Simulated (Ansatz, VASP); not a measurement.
**HgTe in VASP and in Ansatz**

Contents of INCAR:

```
PREC = Accurate
ENCUT = 520
EDIFF = 1E-6
ISMEAR = -1
SIGMA = 0.003
LREAL = False
LASPH = True
NELM = 60
ALGO = Normal
ISIF = 2
LWAVE = False
LCHARG = False
GGA = PE
NBANDS = 16
```

Contents of KPOINTS:

```
regular mesh
0
Gamma
  6 6 6
```

Contents of POSCAR:

```
HgTe
1.0
    0.0000000000      3.2400000000      3.2400000000
    3.2400000000      0.0000000000      3.2400000000
    3.2400000000      3.2400000000      0.0000000000
Te Hg
1 1
Direct
    0.7500000000      0.7500000000      0.7500000000
    0.0000000000      0.0000000000      0.0000000000
```

Input for Ansatz:

```yaml
crystal:
  lattice:
    - [0.0, 3.24, 3.24]
    - [3.24, 0.0, 3.24]
    - [3.24, 3.24, 0.0]
  atoms:
    - { symbol: Te, position: [0.75, 0.75, 0.75] }
    - { symbol: Hg, position: [0.0, 0.0, 0.0] }
hamiltonian:
  xc: pbe
  pseudopotentials: { kind: paw }
basis:
  ecutwfc: 420
kpoints:
  mp_grid: { grid: [6, 6, 6] }
scf:
  occupations: { method: fermi_dirac, width: 0.003 }
  lower_state_search: "off"
  algorithm: density_mixing
  max_iter: 60
  mixing: {}
output:
  forces: true
  stress: true
```

Alike in both runs: task single point; functional PBE; k mesh 6 × 6 × 6; occupations fermi-dirac, width 0.003 eV; no spin polarisation.

```csv
,VASP,Ansatz
version,VASP 6.6.1,Ansatz 0.2.0
potentials or method,"VASP PAW PBE potentials, release 64 (Te, Hg), cutoff 520 eV","PAW, plane waves, scalar-relativistic"
valence electrons in the cell,18,36
```

Ansatz gave:

```
pressure (GPa) : 3.3
```

Q: What did VASP give for the same quantities?

A: Pressure (GPa): 3.4.

With one functional, cell and mesh, what is left measures potentials, basis and numerics. VASP's potentials hold 18 valence electrons a cell and Ansatz's 36, so a difference there can come from the potentials and not from the codes.

Neither program's run includes spin-orbit coupling.
